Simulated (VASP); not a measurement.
BaCa3O4, 8 atoms in the cell. Symmetry: Pm-3m, No. 221, cubic system. The conventional cell has a = 5.004 Å, b = 5.004 Å, c = 5.004 Å, α = 90.00°, β = 90.00°, γ = 90.00°. Within 3.3 Å of Ba (site symmetry m-3m) lie 6 O at 2.50 Å. Ca (site symmetry 4/mmm) has 6 O at 2.50 Å within 3.3 Å. O (site symmetry 4/mmm) has 2 Ba at 2.50 Å and 4 Ca at 2.50 Å within 3.3 Å. Within 3.3 Å of O (site symmetry m-3m) lie 6 Ca at 2.50 Å. 

* Program: VASP 6.6.1
* Task: single point
* Functional: PBE
* Potentials or basis: VASP PAW PBE potentials, release 64 (Ba_sv, Ca_sv, O)
* Cutoff: 520 eV
* k mesh: 5 × 5 × 5
* Occupations: fermi-dirac, width 0.05 eV
* Spin: no spin polarisation
* Dipole correction: no
* Further INCAR settings: ALGO = Normal; EDIFF = 1e-06; NBANDS = 42

Potentials or basis: VASP PAW PBE potentials, release 64 (Ba_sv, Ca_sv, O).

Launch:

```console
$ cat potpaw_PBE.64/Ba_sv/POTCAR potpaw_PBE.64/Ca_sv/POTCAR potpaw_PBE.64/O/POTCAR > POTCAR
$ mpirun -np 1 vasp_std > vasp.out
```

Hardware: 1 thread of Intel(R) Xeon(R) Platinum 8488C (Sapphire Rapids), on a shared host.

Problem. How long does it take, and how much memory?

Solution. It took 80 s on 1 thread of Intel(R) Xeon(R) Platinum 8488C (Sapphire Rapids), with other jobs on the host, peak memory 0.26 GiB. Counts: scf iterations 16, k points 10.
